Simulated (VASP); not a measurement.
**HCl: single point with r2SCAN**

The system is HCl.

```xyz
2
Lattice="-2.5382 2.6996 0.0000 2.5382 0.0000 2.8813 2.5382 2.6996 0.0000" Properties=species:S:1:pos:R:3 pbc="T T T"
H     0.0000    0.0000    0.0000
Cl    0.0000    2.6996    0.0000
```

| Property | Result |
| --- | --- |
| Program | VASP 6.6.1 |
| Task | single point |
| Functional | r2SCAN |
| Potentials or basis | VASP PAW PBE potentials, release 64 (H, Cl) |
| Cutoff | 520 eV |
| k mesh | 11 × 11 × 11 |
| Occupations | fermi-dirac, width 0.1 eV |
| Spin | no spin polarisation |

```json
{
  "Pressure": "-10.4 GPa"
}
```

Stress tensor (GPa, compression positive):
```
-16.11   0.00   0.00
  0.00  -9.55   0.00
  0.00   0.00  -5.58
```

Levels at points of the mesh, in eV from the Fermi level:
```
           k point  band 1  band 2  band 3  band 4  band 5  band 6  band 7  band 8  band 9
(0.00, 0.00, 0.00)  -14.04   -0.43   -0.26   -0.22   -0.12   11.91   12.86   13.35   13.78
```

It took 15 min on 1 thread of AMD EPYC 7R43 64-Core Processor (Zen 3), on a shared host, peak memory 0.17 GiB.

Caveat: the cell stands under tension; the PAW data sets were made with another functional, which shifts forces and pressure a little.
